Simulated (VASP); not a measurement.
Wanted: the native input for a VASP 6.6.1 run.

| Item | Value |
| --- | --- |
| Task | single point |
| Functional | PBE |
| Potentials or basis | VASP PAW PBE potentials, release 64 (Ta_pv, N) |
| Cutoff | 520 eV |
| k mesh | 12 × 12 × 12 |
| Occupations | gaussian, width 0.1 eV |
| Spin | no spin polarisation |
| Dipole correction | no |
| Further INCAR settings | ALGO = Normal; EDIFF = 1e-06; NBANDS = 33 |

The structure of TaN lies in POSCAR:

```
TaN
1.0
    5.2258908391      0.0000000000      0.0000000000
   -2.6129454195      4.5257542241      0.0000000000
    0.0000000000      0.0000000000      2.9226469390
Ta N
3 3
Direct
    0.3333333333      0.6666666667      0.5000000000
    0.6666666667      0.3333333333      0.5000000000
    0.0000000000      0.0000000000      0.0000000000
    0.3924947691      0.0000000000      0.0000000000
    0.6075052309      0.6075052309      0.0000000000
    0.0000000000      0.3924947691      0.0000000000
```

These files were run (other wordings do the same):

INCAR

```
ALGO = Normal
EDIFF = 1E-6
ENCUT = 520
GGA = PE
ISIF = 2
ISMEAR = 0
LASPH = True
LCHARG = True
LELF = True
LREAL = False
LVHAR = True
LWAVE = False
NBANDS = 33
NELM = 100
PREC = Accurate
SIGMA = 0.1
```

KPOINTS

```
k-points
0
Gamma
  12 12 12
```

Potentials or basis: VASP PAW PBE potentials, release 64 (Ta_pv, N).

The run is started by

```sh
$ cat potpaw_PBE.64/Ta_pv/POTCAR potpaw_PBE.64/N/POTCAR > POTCAR
$ mpirun -np 1 vasp_std > vasp.out
```

Results of the run:

The pressure is 0.7 GPa. The largest force is 0.006 eV/Å. The band gap on the k mesh is zero (band 24 reaches 10.04 eV, above the bottom of band 25 at 6.95 eV).

Caveat: spin-orbit coupling is left out, which moves the levels of the heavy elements.

It took 2.7 min on 1 thread of Intel(R) Xeon(R) 6975P-C (Granite Rapids) (shared host), peak memory 0.36 GiB.
